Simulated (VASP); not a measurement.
# Os2Ru (I4_1/amd) in VASP: further runs

The runs below take Os2Ru through single point, with PBE.

Everything below comes from runs of VASP 6.6.1. Logs are shortened: lines on timing, memory, paths and dates and some standing lists are left out, and cuts for length are marked.

## 1. The cell of the first run

The structure is tetragonal, space group I4_1/amd (No. 141). The conventional cell has a = 4.791 Å, b = 4.791 Å, c = 8.352 Å, α = 90.00°, β = 90.00°, γ = 90.00°. Within 3.3 Å of Ru (site symmetry -4m2) lie 6 Os at 2.49 to 2.78 Å and 4 Ru at 3.18 Å. Os (site symmetry 2mm) has 3 Ru at 2.49 to 2.78 Å and 7 Os at 2.49 to 3.18 Å within 3.3 Å.

## 2. Single point, PBE

INCAR reads:

```
PREC = Accurate ; ENCUT = 520
EDIFF = 1E-6 ; ISMEAR = 0
SIGMA = 0.1 ; LREAL = False
LASPH = True ; NELM = 100
ALGO = Fast ; ISIF = 2
LWAVE = False ; LCHARG = False
GGA = PE ; NBANDS = 39
```

KPOINTS reads:

```
regular mesh
0
Gamma
  6 6 6
```

POSCAR reads:

```
Os2Ru
1.0
   -2.3952543923      2.3952543923      4.1757502750
    2.3952543923     -2.3952543923      4.1757502750
    2.3952543923      2.3952543923     -4.1757502750
Ru Os
2 4
Direct
    0.0000000000      0.0000000000      0.0000000000
    0.7500000000      0.2500000000      0.5000000000
    0.3332849566      0.3332849566      0.0000000000
    1.0832849566      0.5832849566      0.5000000000
    0.4167150434     -0.0832849566      0.5000000000
    0.6667150434      0.6667150434      0.0000000000
```

Potentials or basis: VASP PAW PBE potentials, release 64 (Ru_pv, Os).

Started as:

```bash
$ cat potpaw_PBE.64/Ru_pv/POTCAR potpaw_PBE.64/Os/POTCAR > POTCAR
$ mpirun -np 1 vasp_std > vasp.out
```

OUTCAR:

```text
PREC = Accurate
   ENCUT = 520
   EDIFF = 1E-6
   ISMEAR = 0
   LREAL = False
   LASPH = True
   NELM = 100
   ISIF = 2
   GGA = PE

 ion  position               nearest neighbor table
   1  0.000  0.000  0.000-   5 2.49   4 2.49   4 2.49   5 2.49   3 2.78   6 2.78   2 3.18   2 3.18
                             2 3.18   2 3.18
   2  0.750  0.250  0.500-   6 2.49   3 2.49   3 2.49   6 2.49   5 2.78   4 2.78   1 3.18   1 3.18
                             1 3.18   1 3.18
   3  0.333  0.333  0.000-   2 2.49   2 2.49   5 2.49   5 2.49   1 2.78   6 2.78   4 3.18   4 3.18
                             4 3.18   4 3.18
   4  0.083  0.583  0.500-   1 2.49   1 2.49   6 2.49   6 2.49   2 2.78   5 2.78   3 3.18   3 3.18
                             3 3.18   3 3.18
   5  0.417  0.917  0.500-   1 2.49   1 2.49   3 2.49   3 2.49   2 2.78   4 2.78   6 3.18   6 3.18
                             6 3.18   6 3.18
   6  0.667  0.667  0.000-   2 2.49   2 2.49   4 2.49   4 2.49   1 2.78   3 2.78   5 3.18   5 3.18
                             5 3.18   5 3.18

  LATTYP: Found a body centered tetragonal cell.
 ALAT       =     4.7905087846
 C/A-ratio  =     1.7433431240

  Lattice vectors:

 A1 = (  -2.3952543923,   2.3952543923,   4.1757502750)
 A2 = (   2.3952543923,  -2.3952543923,   4.1757502750)
 A3 = (   2.3952543923,   2.3952543923,  -4.1757502750)

Analysis of symmetry for initial positions (statically):
=====================================================================
 Subroutine PRICEL returns:
 Original cell was already a primitive cell.

 Routine SETGRP: Setting up the symmetry group for a
 body centered tetragonal supercell.

 Subroutine GETGRP returns: Found 16 space group operations
 (whereof  8 operations were pure point group operations)
 out of a pool of 16 trial point group operations.

The static configuration has the point symmetry D_2d.
 The point group associated with its full space group is D_4h.

Analysis of symmetry for dynamics (positions and initial velocities):
=====================================================================
 Subroutine PRICEL returns:
 Original cell was already a primitive cell.

 Routine SETGRP: Setting up the symmetry group for a
 body centered tetragonal supercell.

 Subroutine GETGRP returns: Found 16 space group operations
 (whereof  8 operations were pure point group operations)
 out of a pool of 16 trial point group operations.

The dynamic configuration has the point symmetry D_2d.
 The point group associated with its full space group is D_4h.

 Subroutine INISYM returns: Found 16 space group operations
 (whereof  8 operations are pure point group operations),
 and found     1 'primitive' translations

[... 108 lines left out ...]
   ISIF   =      2    stress and relaxation
   ISYM   =      2    0-nonsym 1-usesym 2-fastsym
   POTIM  = 0.5000    time-step for ionic-motion
   TEBEG  =    0.0;   TEEND  =   0.0 temperature during run
   PSTRESS=    0.0 pullay stress
   NELECT =      60.0000    total number of electrons
   NUPDOWN=      -1.0000    fix difference up-down
   EMIN   =  10.00;   EMAX   =-10.00  energy-range for DOS
   EFERMI =   0.00;   METHOD = LEGACY
   ISMEAR =     0;   SIGMA  =   0.10  broadening in eV -4-tet -1-fermi 0-gaus
   EFERMI_NEDOS =   21; number of points for ismear=-14 and -15
   IALGO  =     68    algorithm
   IMIX   =      4    mixing-type and parameters
     AMIX     =   0.40;   BMIX     =  1.00
     AMIX_MAG =   1.60;   BMIX_MAG =  1.00
  volume/ion in A,a.u.               =      15.97       107.78
  Fermi-wavevector in a.u.,A,eV,Ry     =   1.400531  2.646619 26.687642  1.961486
  Thomas-Fermi vector in A             =   2.523482
   LORBIT       =      0    0 simple, 1 ext, 2 COOP (PROOUT), +10 PAW based schemes
   GGA     = PE    functional components
   LHFCALC =     F    Hartree Fock is set to
   AEXX    =    0.0000 exact exchange contribution
   IVDW    =     0    specifies the selected vdW correction
   LEPSILON=     F    determine dielectric tensor
   LRPA    =     F    only Hartree local field effects (RPA)
 non-spin polarized calculation
 RMM-DIIS sequential band-by-band and
 Gauss-broadening in eV      SIGMA  =   0.10
  energy-cutoff  :      520.00
  volume of cell :       95.83
 maximum number of plane-waves:      2596
   NGX = 19   NGY = 19   NGZ = 19

 number of electron      60.0000009 magnetization

 Free energy of the ion-electron system (eV)
  ---------------------------------------------------
  ext. energy  EPLUGINS =         0.00000000
  ---------------------------------------------------
  free energy    TOTEN  =       -56.90644232 eV

  energy without entropy =      -56.87227212  energy(sigma->0) =      -56.88935722

 E-fermi :   8.4652     XC(G=0): -13.1302

 val. band max:        8.4477631488   @ k =  -0.1667  -0.1667   0.1667
 cond. band min:       8.4708907758   @ k =   0.5000   0.5000   0.5000
 fundamental gap:      0.0231276270
 Fermi energy:         8.4652338232

 k-point     1 :       0.0000    0.0000    0.0000
  band No.  band energies     occupation
      1     -34.3631      2.00000
      2     -34.3631      2.00000
      3     -34.3208      2.00000
      4     -34.3208      2.00000
      5     -34.2883      2.00000
      6     -34.2136      2.00000
[... 997 lines left out ...]
     38      11.6002      0.00000
     39      11.8871      0.00000

 [... further k-points ...]

------------------------ aborting loop because EDIFF is reached ----------------------------------------

  FORCE on cell =-STRESS in cart. coord.  units (eV):
  Direction    XX          YY          ZZ          XY          YZ          ZX
  --------------------------------------------------------------------------------------
  -------------------------------------------------------------------------------------
  Total       -0.0356962     -0.0356962     -0.0986189      0.0000000      0.0000000      0.0000000
  in kB       -0.5968074     -0.5968074     -1.6488190      0.0000000      0.0000000      0.0000000
  external PRESSURE =      -0.9474779 kB  Pullay stress =       0.0000000 kB

 VOLUME and BASIS-vectors are now :
 -----------------------------------------------------------------------------
  energy-cutoff  :      520.00
  volume of cell :       95.83
      direct lattice vectors                 reciprocal lattice vectors
    -2.395254392  2.395254392  4.175750275     0.000000000  0.208746095  0.119738961
     2.395254392 -2.395254392  4.175750275     0.208746095  0.000000000  0.119738961
     2.395254392  2.395254392 -4.175750275     0.208746095  0.208746095  0.000000000

 POSITION                                       TOTAL-FORCE (eV/Angst)
 -----------------------------------------------------------------------------------
      0.00000      0.00000      0.00000         0.000000      0.000000     -0.000000
      0.00000      2.39525      2.08788         0.000000      0.000000     -0.000000
      0.00000      0.00000      2.78343        -0.000000     -0.000000     -0.008770
      2.39525      0.00000      0.69555        -0.000000     -0.000000     -0.008770
      2.39525      0.00000      3.48020         0.000000      0.000000      0.008770
      0.00000      0.00000      5.56807         0.000000      0.000000      0.008770
 -----------------------------------------------------------------------------------
    total drift:                               -0.000000      0.000000     -0.000000

  FREE ENERGIE OF THE ION-ELECTRON SYSTEM (eV)
  ---------------------------------------------------
  free  energy   TOTEN  =       -56.9064423163 eV

  energy  without entropy=      -56.8722721164  energy(sigma->0) =      -56.88935722
```

OSZICAR:

```text
N       E                     dE             d eps       ncg     rms          rms(c)
DAV:   1     0.570322839012E+03    0.57032E+03   -0.31742E+04  2556   0.153E+03
DAV:   2    -0.210708035371E+02   -0.59139E+03   -0.56864E+03  2396   0.515E+02
DAV:   3    -0.580012397254E+02   -0.36930E+02   -0.33219E+02  3093   0.105E+02
DAV:   4    -0.598174767193E+02   -0.18162E+01   -0.17739E+01  2835   0.235E+01
DAV:   5    -0.598687831373E+02   -0.51306E-01   -0.51141E-01  3227   0.348E+00    0.288E+01
RMM:   6    -0.573523126912E+02    0.25165E+01   -0.39854E+00  2351   0.112E+01    0.115E+01
RMM:   7    -0.576135987313E+02   -0.26129E+00   -0.54778E+00  2419   0.123E+01    0.810E+00
RMM:   8    -0.568972976447E+02    0.71630E+00   -0.15492E+00  2442   0.689E+00    0.210E+00
RMM:   9    -0.569224438867E+02   -0.25146E-01   -0.39235E-01  2956   0.279E+00    0.211E+00
RMM:  10    -0.569128533447E+02    0.95905E-02   -0.43589E-02  2651   0.101E+00    0.148E+00
RMM:  11    -0.569104069653E+02    0.24464E-02   -0.46979E-02  2555   0.124E+00    0.487E-01
RMM:  12    -0.569067969614E+02    0.36100E-02   -0.89592E-03  2800   0.641E-01    0.418E-01
RMM:  13    -0.569066043296E+02    0.19263E-03   -0.37390E-03  2999   0.189E-01    0.270E-01
RMM:  14    -0.569064816326E+02    0.12270E-03   -0.84044E-04  3113   0.105E-01    0.168E-01
RMM:  15    -0.569064400949E+02    0.41538E-04   -0.29899E-04  3025   0.655E-02    0.729E-02
RMM:  16    -0.569064461300E+02   -0.60351E-05   -0.81416E-05  3389   0.317E-02    0.357E-02
RMM:  17    -0.569064418098E+02    0.43202E-05   -0.22296E-05  2856   0.231E-02    0.143E-02
RMM:  18    -0.569064423163E+02   -0.50650E-06   -0.86318E-06  2603   0.102E-02
   1 F= -.56906442E+02 E0= -.56889357E+02  d E =-.341702E-01
```

Wall time 1.7 min (1 thread of AMD EPYC 9R45 (Zen 5), shared host); peak memory 0.26 GiB.

Results:

```yaml
Free_energy: -56.9064 eV
Pressure: -0.1 GPa
Largest_force: 0.009 eV/Å
Band_gap_on_the_k_mesh: zero (bands 30 and 31 overlap by 0.98 eV)
```

Forces in eV/Å, atoms in the order of the input:
```
Ru   0.000  0.000  0.000
Ru   0.000  0.000  0.000
Os   0.000  0.000 -0.009
Os   0.000  0.000 -0.009
Os   0.000  0.000  0.009
Os   0.000  0.000  0.009
```

Caveat: spin-orbit coupling is left out, which moves the levels of the heavy elements.

## 3. Single point, PBE

INCAR reads:

```
PREC = Accurate
ENCUT = 520
EDIFF = 1E-6
ISMEAR = 0
SIGMA = 0.1
LREAL = F
LASPH = T
NELM = 80
ALGO = Fast
ISIF = 2
LWAVE = F
LCHARG = F
GGA = PE
NBANDS = 39
```

KPOINTS reads:

```
regular mesh
0
Gamma
  12 12 12
```

POSCAR reads:

```
Os2Ru
1.0
   -2.4004408720      2.4004408720      4.1533338845
    2.4004408720     -2.4004408720      4.1533338845
    2.4004408720      2.4004408720     -4.1533338845
Ru Os
2 4
Direct
    0.0000000000      0.0000000000      0.0000000000
    0.7500000000      0.2500000000      0.5000000000
    0.3334372258      0.3334372258      0.0000000000
    0.0834372258      0.5834372258      0.5000000000
    0.4165627742      0.9165627742      0.5000000000
    0.6665627742      0.6665627742      0.0000000000
```

Potentials or basis: VASP PAW PBE potentials, release 64 (Ru_pv, Os).

Started as:

```bash
$ cat potpaw_PBE.64/Ru_pv/POTCAR potpaw_PBE.64/Os/POTCAR > POTCAR
$ mpirun -np 1 vasp_std > vasp.out
```

Wall time 9.7 min (1 thread of AMD EPYC 9R45 (Zen 5), shared host); peak memory 0.58 GiB.

Results (log left out):

```yaml
Free_energy: -56.8749 eV
Pressure: -0.1 GPa
Largest_force: 0.012 eV/Å
Band_gap_on_the_k_mesh: zero (bands 30 and 31 overlap by 1.29 eV)
```

Forces on the atoms (eV/Å):
```
Ru   0.000  0.000  0.000
Ru   0.000  0.000  0.000
Os   0.000  0.000  0.012
Os   0.000  0.000  0.012
Os   0.000  0.000 -0.012
Os   0.000  0.000 -0.012
```

Stress tensor (GPa, compression positive):
```
-0.12  0.00  0.00
 0.00 -0.12  0.00
 0.00  0.00  0.10
```

Levels at points of the mesh, in eV from the Fermi level:
```csv
k point,band 26,band 27,band 28,band 29,band 30,band 31,band 32,band 33,band 34,band 35
"(0.00, 0.00, 0.00)",-0.95,-0.95,-0.45,-0.45,-0.33,-0.33,0.01,0.29,0.48,0.96
"(0.50, 0.00, 0.00)",-1.35,-1.02,-0.28,-0.18,0.16,0.59,0.67,0.87,0.91,1.36
"(0.50, 0.50, 0.00)",-1.17,-0.26,-0.26,-0.22,-0.22,0.95,0.95,1.49,1.49,1.64
"(0.50, 0.50, 0.50)",-0.68,-0.67,-0.67,-0.33,-0.33,-0.30,-0.30,0.05,0.05,0.18
```

Caveat: spin-orbit coupling is left out, which moves the levels of the heavy elements.
